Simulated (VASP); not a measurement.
CuF, 2 atoms in the cell. Symmetry: I4/mmm, No. 139, tetragonal system. The conventional cell has a = 4.144 Å, b = 4.144 Å, c = 3.734 Å, α = 90.00°, β = 90.00°, γ = 90.00°. Within 2.5 Å of Cu (site symmetry 4/mmm) lie 2 F at 1.87 Å. F (site symmetry 4/mmm) has 2 Cu at 1.87 Å within 2.5 Å. 

| Quantity | Value |
| --- | --- |
| Program | VASP 6.6.1 |
| Task | relaxation of cell and atoms |
| Functional | PBE |
| Potentials or basis | VASP PAW PBE potentials, release 64 (Cu, F) |
| Cutoff | 600 eV |
| k mesh | 10 × 10 × 10 |
| Occupations | gaussian, width 0.02 eV |
| Spin | no spin polarisation |
| Dipole correction | no |
| Further INCAR settings | ALGO = Normal; EDIFF = 1e-07; IBRION = 2; EDIFFG = -0.01; NSW = 100; ISIF = 3 |

Potentials or basis: VASP PAW PBE potentials, release 64 (Cu, F).

Launch:

```sh
$ cat potpaw_PBE.64/Cu/POTCAR potpaw_PBE.64/F/POTCAR > POTCAR
$ mpirun -np 1 vasp_std > vasp.out
```

Hardware: 1 thread of Intel(R) Xeon(R) Platinum 8488C (Sapphire Rapids), with other jobs on the host.

**Question.** How long does it take, and how much memory?

**Answer.** Wall time 2.1 min on 1 thread of Intel(R) Xeon(R) Platinum 8488C (Sapphire Rapids) (shared host), peak memory 0.2 GiB. Counts: scf iterations 61, k points 102, ion steps 7.
